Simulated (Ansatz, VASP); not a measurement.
**Two plane-wave programs on Ti3Al**

Contents of INCAR:

```
PREC = Accurate
ENCUT = 520
EDIFF = 1E-6
ISMEAR = 0
SIGMA = 0.1
LREAL = False
LASPH = True
NELM = 150
ALGO = Normal
ISIF = 2
LWAVE = False
LCHARG = False
ISPIN = 2
MAGMOM = 0.22 0.22 0.96 0
LORBIT = 11
LMAXMIX = 4
GGA = PS
NBANDS = 32
```

Contents of KPOINTS:

```
regular mesh
0
Gamma
  12 12 12
```

Contents of POSCAR:

```
Ti3Al
1.0
    0.0000000000      3.1915212958      3.1915212958
    3.1915212958      0.0000000000      3.1915212958
    3.1915212958      3.1915212958      0.0000000000
Ti Al
3 1
Direct
    0.7500000000      0.7500000000      0.7500000000
    0.2500000000      0.2500000000      0.2500000000
    0.0000000000      0.0000000000      0.0000000000
    0.5000000000      0.5000000000      0.5000000000
```

Input for Ansatz:

```yaml
crystal:
  lattice:
    - [0.0, 3.1915212958, 3.1915212958]
    - [3.1915212958, 0.0, 3.1915212958]
    - [3.1915212958, 3.1915212958, 0.0]
  atoms:
    - { symbol: Ti, position: [0.75, 0.75, 0.75], spin: 0.22 }
    - { symbol: Ti, position: [0.25, 0.25, 0.25], spin: 0.22 }
    - { symbol: Ti, position: [0.0, 0.0, 0.0], spin: 0.96 }
    - { symbol: Al, position: [0.5, 0.5, 0.5] }
basis:
  ecutwfc: 420
kpoints:
  mp_grid: { grid: [12, 12, 12] }
  band_path:
    path:
      - [[0.0, 0.0, 0.0], [0.5, 0.0, 0.5], [0.625, 0.25, 0.625]]
      - [[0.375, 0.375, 0.75], [0.0, 0.0, 0.0], [0.5, 0.5, 0.5], [0.5, 0.25, 0.75], [0.5, 0.0, 0.5]]
    npoints: 14
hamiltonian:
  xc: pbesol
scf:
  occupations: { method: gaussian, width: 0.1 }
  n_extra_bands: 10
output:
  forces: true
  stress: true
  eigenvalues: true
  populations: true
  dos: { projected: true, de: 0.02, nscf_kmesh: { grid: [18, 18, 18] } }
  bader: true
  write_density: true
  write_potential: true
  elf: true
  volumetric_format: npy
magnetization:
  spin_polarized: true
checkpoint:
  read: start.run
  write: ck
  compress: false
  write_wavefunctions: false
  write_every: 100000
```

Alike in both runs: task single point; functional PBEsol; k mesh 12 × 12 × 12; occupations gaussian, width 0.1 eV; collinear spin.

```csv
,VASP,Ansatz
version,VASP 6.6.1,Ansatz 0.2.0
potentials or method,"VASP PAW PBE potentials, release 64 (Ti_sv, Al), cutoff 520 eV","scalar-relativistic, plane waves, PAW"
valence electrons in the cell,39,39
```

Ansatz gave:

```
gap on the k mesh at the Fermi level (eV)                     : none
pressure (GPa)                                                : 0.0
net moment per atom (μB)                                      : 0.41
size of the moment on the site where the two differ most (μB) : 0.20
```

**Question.** What did VASP give for the same quantities?

**Answer.** gap on the k mesh at the Fermi level (eV): none; pressure (GPa): -0.1; net moment per atom (μB): 0.41; size of the moment on the site where the two differ most (μB): 0.20.

VASP's potentials were made for PBE, not for PBEsol. Site moments also hang on the region over which each program counts them. A gap of «none» marks a metal or a gap that the smearing closes. With one functional, cell and mesh, what is left measures potentials, basis and numerics. Ansatz's warnings: stability check not made.
